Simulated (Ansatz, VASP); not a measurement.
**One calculation of Fe, two programs**

File INCAR:

```
PREC = Accurate
ENCUT = 520
EDIFF = 1E-7
ISMEAR = -1
SIGMA = 0.08
LREAL = F
LASPH = T
NELM = 60
ALGO = Normal
ISIF = 2
LWAVE = F
LCHARG = F
GGA = PS
NBANDS = 15
```

KPOINTS

```
regular mesh
0
Gamma
  17 17 10
```

The input POSCAR:

```
Fe
1.0
    2.4584991612      0.0000000000      0.0000000000
   -1.2292495806      2.1291227288      0.0000000000
    0.0000000000      0.0000000000      3.8419344700
Fe
2
Direct
    0.3333333333      0.6666666667      0.2500000000
    0.6666666667      0.3333333333      0.7500000000
```

Input for Ansatz:

```yaml
crystal:
  lattice:
    - [2.4584991612, 0.0, 0.0]
    - [-1.2292495806, 2.1291227288, 0.0]
    - [0.0, 0.0, 3.84193447]
  atoms:
    - { symbol: Fe, position: [0.3333333333, 0.6666666667, 0.25] }
    - { symbol: Fe, position: [0.6666666667, 0.3333333333, 0.75] }
kpoints:
  mp_grid: { grid: [17, 17, 10] }
  band_path:
    path:
      - [0.0, 0.0, 0.0]
      - [0.5, 0.0, 0.0]
      - [0.3333333333, 0.3333333333, 0.0]
      - [0.0, 0.0, 0.0]
      - [0.0, 0.0, 0.5]
      - [0.5, 0.0, 0.5]
      - [0.3333333333, 0.3333333333, 0.5]
      - [0.0, 0.0, 0.5]
      - [0.5, 0.0, 0.5]
    npoints: 5
scf:
  occupations: { method: fermi_dirac, width: 0.08 }
hamiltonian:
  xc: pbesol
  pseudopotentials: { kind: all_electron, lapw: { basis_error: 0.00025 } }
output:
  forces: true
  stress: true
  eigenvalues: true
```

Change from the starting cell: equal xx and yy strain of +1 %.

Alike in both runs: task single point; functional PBEsol; k mesh 17 × 17 × 10; occupations fermi-dirac, width 0.08 eV; no spin polarisation.

|  | VASP | Ansatz |
| --- | --- | --- |
| version | VASP 6.6.1 | Ansatz 0.2.0 |
| potentials or method | VASP PAW PBE potentials, release 64 (Fe), cutoff 520 eV | all-electron LAPW, scalar-relativistic |

|  | VASP | Ansatz | Ansatz less VASP |
| --- | --- | --- | --- |
| pressure (GPa) | -7.5 | -7.2 | +0.29 |
| traceless stress, the component that is largest in VASP (GPa) | 3.27 | 3.43 | +0.159 |

VASP's potentials were made for PBE, not for PBEsol. Ansatz ran all-electron here, and VASP with PAW potentials.
